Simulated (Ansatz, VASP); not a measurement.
# One calculation of MgO, two programs

```
Mg O
1.0
     0.00000    2.10600    2.10600
     2.10600    0.00000    2.10600
     2.10600    2.10600    0.00000
Mg O
1 1
Direct
  0.00000 0.00000 0.00000
  0.50000 0.50000 0.50000
```

Alike in both runs: task single point; functional PBE; k mesh 8 × 8 × 8; occupations gaussian, width 0.1 eV; no spin polarisation.

```csv
,VASP,Ansatz
version,VASP 6.6.1,Ansatz 0.2.0
potentials or method,"VASP PAW PBE potentials, release 64 (Mg, O), cutoff 600 eV","scalar-relativistic, plane waves, PAW"
valence electrons in the cell,8,16
```

|  | VASP | Ansatz | Ansatz less VASP |
| --- | --- | --- | --- |
| gap on the k mesh at the Fermi level (eV) | 4.73 | 4.75 | +0.019 |
| least direct gap on the mesh (eV) | 4.73 | 4.75 | +0.019 |
| pressure (GPa) | 3.7 | 4.8 | +1.06 |

VASP's potentials hold 8 valence electrons a cell and Ansatz's 16, so a difference there can come from the potentials and not from the codes.
